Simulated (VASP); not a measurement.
# Cs2Cl (R-3m) in VASP: further runs

Runs on Cs2Cl. Level: PBE. Tasks: single point.

Everything below comes from runs of VASP 6.6.1. Logs are shortened: lines on timing, memory, paths and dates and some standing lists are left out, and cuts for length are marked.

### 1 The cell of the first run

It takes space group R-3m (No. 166, trigonal). Conventional cell: a = 5.767 Å, b = 5.767 Å, c = 14.233 Å, α = 90.00°, β = 90.00°, γ = 120.00°. Cs (site symmetry 3m) has 4 Cl at 3.54 Å and 6 Cs at 4.07 to 4.11 Å within 4.7 Å. Cl (site symmetry -3m) has 8 Cs at 3.54 Å within 4.7 Å.

### 2 Single point, PBE

Contents of INCAR:

```
  PREC = Accurate
  ENCUT = 520
  EDIFF = 1E-6
  ISMEAR = 0
  SIGMA = 0.1
  LREAL = F
  LASPH = T
  NELM = 80
  ALGO = Normal
  ISIF = 2
  LWAVE = F
  LCHARG = T
  GGA = PE
  LELF = T
  LVHAR = T
  NBANDS = 20
```

Contents of KPOINTS:

```
Automatic mesh
0
Gamma
  6 6 6
```

Contents of POSCAR:

```
Cs2Cl
1.0
    2.8835000000      1.6647895000      4.7442624000
   -2.8835000000      1.6647895000      4.7442624000
    0.0000000000     -3.3295790000      4.7442624000
Cs Cl
2 1
Direct
    0.2487566200      0.2487566200      0.2487566200
    0.7512433800      0.7512433800      0.7512433800
    0.0000000000      0.0000000000      0.0000000000
```

Potentials or basis: VASP PAW PBE potentials, release 64 (Cs_sv, Cl).

Started as:

```console
$ cat potpaw_PBE.64/Cs_sv/POTCAR potpaw_PBE.64/Cl/POTCAR > POTCAR
$ mpirun -np 1 vasp_std > vasp.out
```

OUTCAR:

```text
PREC = Accurate
   ENCUT = 520
   EDIFF = 1E-6
   ISMEAR = 0
   LREAL = F
   LASPH = T
   NELM = 80
   ISIF = 2
   GGA = PE

 ion  position               nearest neighbor table
   1  0.249  0.249  0.249-
   2  0.751  0.751  0.751-
   3  0.000  0.000  0.000-

  LATTYP: Found a trigonal (rhomboedric) cell.
 ALAT       =     5.7960436549
 COS(alpha) =     0.5049983905

  Lattice vectors:

 A1 = (   2.8835000000,   1.6647895000,   4.7442624000)
 A2 = (  -2.8835000000,   1.6647895000,   4.7442624000)
 A3 = (   0.0000000000,  -3.3295790000,   4.7442624000)

Analysis of symmetry for initial positions (statically):
=====================================================================
 Subroutine PRICEL returns:
 Original cell was already a primitive cell.

 Routine SETGRP: Setting up the symmetry group for a
 trigonal (rhombohedral) supercell.

 Subroutine GETGRP returns: Found 12 space group operations
 (whereof 12 operations were pure point group operations)
 out of a pool of 12 trial point group operations.

The static configuration has the point symmetry D_3d.

Analysis of symmetry for dynamics (positions and initial velocities):
=====================================================================
 Subroutine PRICEL returns:
 Original cell was already a primitive cell.

 Routine SETGRP: Setting up the symmetry group for a
 trigonal (rhombohedral) supercell.

 Subroutine GETGRP returns: Found 12 space group operations
 (whereof 12 operations were pure point group operations)
 out of a pool of 12 trial point group operations.

The dynamic configuration has the point symmetry D_3d.

 Subroutine INISYM returns: Found 12 space group operations
 (whereof 12 operations are pure point group operations),
 and found     1 'primitive' translations

----------------------------------------------------------------------------------------

                                     Primitive cell

  volume of cell :     136.6467

  direct lattice vectors                    reciprocal lattice vectors
     2.883500000  1.664789500  4.744262400     0.173400381  0.100112757  0.070260307
    -2.883500000  1.664789500  4.744262400    -0.173400381  0.100112757  0.070260307
[... 77 lines left out ...]
 SYSTEM =  unknown system
   PREC   = accura    normal or accurate (medium, high low for compatibility)
   ISTART =      0    job   : 0-new  1-cont  2-samecut
   ICHARG =      2    charge: 1-file 2-atom 10-const
   ISPIN  =      1    spin polarized calculation?
   LNONCOLLINEAR =      F non collinear calculations
   LSORBIT =      F    spin-orbit coupling
   LASPH  =      T    aspherical Exc in radial PAW
   ENCUT  =  520.0 eV  38.22 Ry    6.18 a.u.  10.78 10.78 10.78*2*pi/ulx,y,z
   NELM   =     80;   NELMIN=  2; NELMDL= -5     # of ELM steps
   EDIFF  = 0.1E-05   stopping-criterion for ELM
   LREAL  =      F    real-space projection
   EDIFFG = 0.1E-04   stopping-criterion for IOM
   NSW    =      0    number of steps for IOM
   IBRION =     -1    ionic relax: 0-MD 1-quasi-New 2-CG
   NFREE  =      0    steps in history (QN), initial steepest desc. (CG)
   ISIF   =      2    stress and relaxation
   ISYM   =      2    0-nonsym 1-usesym 2-fastsym
   POTIM  = 0.5000    time-step for ionic-motion
   TEBEG  =    0.0;   TEEND  =   0.0 temperature during run
   PSTRESS=    0.0 pullay stress
   NELECT =      25.0000    total number of electrons
   NUPDOWN=      -1.0000    fix difference up-down
   EMIN   =  10.00;   EMAX   =-10.00  energy-range for DOS
   EFERMI =   0.00;   METHOD = LEGACY
   ISMEAR =     0;   SIGMA  =   0.10  broadening in eV -4-tet -1-fermi 0-gaus
   EFERMI_NEDOS =   21; number of points for ismear=-14 and -15
   IALGO  =     38    algorithm
   IMIX   =      4    mixing-type and parameters
     AMIX     =   0.40;   BMIX     =  1.00
     AMIX_MAG =   1.60;   BMIX_MAG =  1.00
  volume/ion in A,a.u.               =      45.55       307.38
  Fermi-wavevector in a.u.,A,eV,Ry     =   0.929370  1.756254 11.751729  0.863728
  Thomas-Fermi vector in A             =   2.055645
   LORBIT       =      0    0 simple, 1 ext, 2 COOP (PROOUT), +10 PAW based schemes
   GGA     = PE    functional components
   LHFCALC =     F    Hartree Fock is set to
   AEXX    =    0.0000 exact exchange contribution
   IVDW    =     0    specifies the selected vdW correction
   LEPSILON=     F    determine dielectric tensor
   LRPA    =     F    only Hartree local field effects (RPA)
 non-spin polarized calculation
 Gauss-broadening in eV      SIGMA  =   0.10
  energy-cutoff  :      520.00
  volume of cell :      136.65
 maximum number of plane-waves:      3695
 NGX is ok and might be reduce to    48
   NGX = 21   NGY = 21   NGZ = 21

 number of electron      24.9999998 magnetization

 Free energy of the ion-electron system (eV)
  ---------------------------------------------------
  ext. energy  EPLUGINS =         0.00000000
  ---------------------------------------------------
  free energy    TOTEN  =        -6.69274711 eV

  energy without entropy =       -6.66203670  energy(sigma->0) =       -6.67739190

 E-fermi :   3.3966     XC(G=0):  -7.6442

 val. band max:        3.3679332325   @ k =   0.3333   0.0000   0.0000
 cond. band min:       3.3993926141   @ k =  -0.3333   0.3333   0.3333
 fundamental gap:      0.0314593816
 Fermi energy:         3.3965786435

 k-point     1 :       0.0000    0.0000    0.0000
  band No.  band energies     occupation
      1     -20.7143      2.00000
      2     -20.4824      2.00000
      3     -13.4828      2.00000
      4      -7.7489      2.00000
      5      -7.7388      2.00000
      6      -7.7388      2.00000
[... 541 lines left out ...]
     19       7.2805      0.00000
     20       7.3198      0.00000

 [... further k-points ...]
[... 5 lines left out ...]
  --------------------------------------------------------------------------------------
  -------------------------------------------------------------------------------------
  Total        1.5339322      1.5339322      1.5157970      0.0000000     -0.0000000      0.0000000
  in kB       17.9852922     17.9852922     17.7726580      0.0000000     -0.0000000      0.0000000
  external PRESSURE =      17.9144141 kB  Pullay stress =       0.0000000 kB

 VOLUME and BASIS-vectors are now :
 -----------------------------------------------------------------------------
  energy-cutoff  :      520.00
  volume of cell :      136.65
      direct lattice vectors                 reciprocal lattice vectors
     2.883500000  1.664789500  4.744262400     0.173400381  0.100112757  0.070260307
    -2.883500000  1.664789500  4.744262400    -0.173400381  0.100112757  0.070260307
     0.000000000 -3.329579000  4.744262400     0.000000000 -0.200225514  0.070260307

 POSITION                                       TOTAL-FORCE (eV/Angst)
 -----------------------------------------------------------------------------------
      0.00000      0.00000      3.54050         0.000000     -0.000000      0.017210
      0.00000      0.00000     10.69229         0.000000     -0.000000     -0.017210
      0.00000      0.00000      0.00000         0.000000      0.000000      0.000000
 -----------------------------------------------------------------------------------
    total drift:                               -0.000000      0.000000     -0.000000

  FREE ENERGIE OF THE ION-ELECTRON SYSTEM (eV)
  ---------------------------------------------------
  free  energy   TOTEN  =        -6.6927471100 eV

  energy  without entropy=       -6.6620366951  energy(sigma->0) =       -6.67739190
```

OSZICAR:

```text
N       E                     dE             d eps       ncg     rms          rms(c)
DAV:   1     0.164849709658E+03    0.16485E+03   -0.95877E+03  1280   0.987E+02
DAV:   2     0.724769228769E+01   -0.15760E+03   -0.15432E+03  1700   0.182E+02
DAV:   3    -0.704207084631E+01   -0.14290E+02   -0.14242E+02  1476   0.621E+01
DAV:   4    -0.720561850964E+01   -0.16355E+00   -0.16339E+00  1744   0.796E+00
DAV:   5    -0.720692703780E+01   -0.13085E-02   -0.13084E-02  1572   0.694E-01    0.345E+00
DAV:   6    -0.675473686397E+01    0.45219E+00   -0.90993E-01  1444   0.348E+00    0.218E+00
DAV:   7    -0.669484166561E+01    0.59895E-01   -0.34526E-01  1736   0.210E+00    0.112E+00
DAV:   8    -0.669371640787E+01    0.11253E-02   -0.26378E-02  1532   0.742E-01    0.192E-01
DAV:   9    -0.669318073998E+01    0.53567E-03   -0.21166E-02  1600   0.531E-01    0.165E-01
DAV:  10    -0.669266571898E+01    0.51502E-03   -0.25793E-03  1512   0.207E-01    0.827E-02
DAV:  11    -0.669275074045E+01   -0.85021E-04   -0.46181E-04  1504   0.939E-02    0.202E-02
DAV:  12    -0.669274910774E+01    0.16327E-05   -0.65906E-05  1564   0.300E-02    0.179E-02
DAV:  13    -0.669274698993E+01    0.21178E-05   -0.58792E-06  1568   0.973E-03    0.287E-03
DAV:  14    -0.669274710996E+01   -0.12003E-06   -0.69921E-07  1016   0.355E-03
   1 F= -.66927471E+01 E0= -.66773919E+01  d E =-.307104E-01
```

It took 64 s on 1 thread of Intel Xeon 6975P-C (Granite Rapids), shared host; peak memory 0.35 GiB.

Results:

```
Free energy            : -6.6927 eV
Pressure               : 1.8 GPa
Largest force          : 0.017 eV/Å
Band gap on the k mesh : zero (an odd number of electrons rules out a gap without spin polarisation)
```

Forces in eV/Å, atoms in the order of the input:
```
Cs   0.000  0.000  0.017
Cs   0.000  0.000 -0.017
Cl   0.000  0.000  0.000
```

Levels at points of the mesh, in eV from the Fermi level:
| k point | band 10 | band 11 | band 12 | band 13 | band 14 | band 15 |
| --- | --- | --- | --- | --- | --- | --- |
| (0.00, 0.00, 0.00) | -5.41 | -5.40 | -5.40 | -1.14 | 0.79 | 0.79 |
| (0.50, 0.00, 0.00) | -5.24 | -5.24 | -5.24 | 0.30 | 1.79 | 1.87 |
| (0.50, 0.50, 0.00) | -5.49 | -5.10 | -5.10 | -0.22 | 1.40 | 1.42 |
| (0.50, 0.50, 0.50) | -5.25 | -5.24 | -5.24 | 0.28 | 1.83 | 1.83 |

Caveat: spin-orbit coupling is left out, which moves the levels of the heavy elements; an odd number of electrons without spin polarisation forces a metal; a magnetic or distorted state may lie lower.

### 3 Single point, PBE

This run uses another cell than the first one, of 56.65 Å³/atom.

Contents of INCAR:

```
PREC = Accurate ; ENCUT = 520
EDIFF = 1E-7 ; ISMEAR = 0
SIGMA = 0.1 ; LREAL = False
LASPH = True ; NELM = 100
ALGO = Normal ; ISIF = 2
LWAVE = False ; LCHARG = False
GGA = PE ; NBANDS = 20
```

Contents of KPOINTS:

```
Automatic mesh
0
Gamma
  9 9 9
```

Contents of POSCAR:

```
Cs2Cl
1.0
    3.1052654512      1.7928258441      5.0876622897
   -3.1052654512      1.7928258441      5.0876622897
    0.0000000000     -3.5856516883      5.0876622897
Cs Cl
2 1
Direct
    0.2500924215      0.2500924215      0.2500924215
    0.7499075785      0.7499075785      0.7499075785
    0.0000000000      0.0000000000      0.0000000000
```

Potentials or basis: VASP PAW PBE potentials, release 64 (Cs_sv, Cl).

Started as:

```console
$ cat potpaw_PBE.64/Cs_sv/POTCAR potpaw_PBE.64/Cl/POTCAR > POTCAR
$ mpirun -np 1 vasp_std > vasp.out
```

It took 2.7 min on 1 thread of Intel Xeon 6975P-C (Granite Rapids), shared host; peak memory 0.46 GiB.

It converged, with:

* Free energy: -6.8516 eV
* Pressure: 0.0 GPa
* Band gap on the k mesh: zero (an odd number of electrons rules out a gap without spin polarisation)

Levels at points of the mesh, in eV from the Fermi level:
| k point | band 8 | band 9 | band 10 | band 11 | band 12 | band 13 | band 14 | band 15 | band 16 | band 17 |
| --- | --- | --- | --- | --- | --- | --- | --- | --- | --- | --- |
| (0.00, 0.00, 0.00) | -10.76 | -10.76 | -4.82 | -4.82 | -4.81 | -1.28 | 1.01 | 1.01 | 1.78 | 1.80 |

Caveat: spin-orbit coupling is left out, which moves the levels of the heavy elements; an odd number of electrons without spin polarisation forces a metal; a magnetic or distorted state may lie lower.

The gap in the log of VASP goes by the Fermi energy; the results here count the filled bands.